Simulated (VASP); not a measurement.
Input of a VASP 6.6.1 run:

The input INCAR:

```
SYSTEM = Br
PREC = Accurate ; ENCUT = 520
EDIFF = 1E-6 ; ISMEAR = 0
SIGMA = 0.1 ; LREAL = .False.
LASPH = .True. ; NELM = 100
ALGO = Normal ; ISIF = 2
LWAVE = .False. ; LCHARG = .False.
GGA = PS ; NBANDS = 10
```

File KPOINTS:

```
Automatic mesh
0
Gamma
  18 18 18
  0 0 0
```

The input POSCAR:

```
Br
1.0
   -1.3848154354      1.3077220509      3.5732745327
    1.3848154354     -1.5939234405      3.6871538691
    1.3848154354      1.5939234405     -3.6871538691
Br
1
Direct
    0.0000000000      0.0000000000      0.0000000000
```

Potentials or basis: VASP PAW PBE potentials, release 64 (Br).

Launch:

```bash
$ cat potpaw_PBE.64/Br/POTCAR > POTCAR
$ mpirun -np 1 vasp_std > vasp.out
```

(1) Predict the pressure.

Answers

(1) -0.6 GPa.

Caveat: the cell differs from its parent crystal (strained); the PAW data sets were made with another functional, which shifts forces and pressure a little; an odd number of electrons without spin polarisation forces a metal; a magnetic or distorted state may lie lower.
